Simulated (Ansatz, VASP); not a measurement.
## SrCl2 in VASP and in Ansatz

```xyz
3
Lattice="0.0000 3.3984 3.4855 3.5726 0.0000 3.4855 3.5726 3.3984 0.0000" Properties=species:S:1:pos:R:3 pbc="T T T"
Sr    0.0000    0.0000    0.0000
Cl    1.7863    1.6992    1.7428
Cl    5.3590    5.0975    5.2283
```

Change from the starting cell: strain +0.0250 x Voigt [1, -1, 0, 0, 0, 0], atoms carried along.

Alike in both runs: task single point; functional r2SCAN; k mesh 6 × 6 × 6; occupations gaussian, width 0.05 eV; no spin polarisation.

```csv
,VASP,Ansatz
version,VASP 6.6.1,Ansatz 0.2.0
potentials or method,"VASP PAW PBE potentials, release 64 (Sr_sv, Cl), cutoff 520 eV","scalar-relativistic, plane waves, PAW"
valence electrons in the cell,24,24
```

```csv
,VASP,Ansatz,Ansatz less VASP
gap on the k mesh at the Fermi level (eV),5.73,5.73,0.000
least direct gap on the mesh (eV),5.80,5.80,-0.001
pressure (GPa),0.5,0.4,-0.05
"traceless stress, the component that is largest in VASP (GPa)",1.41,1.41,+0.008
```

VASP's potentials were made for PBE, not for r2SCAN.
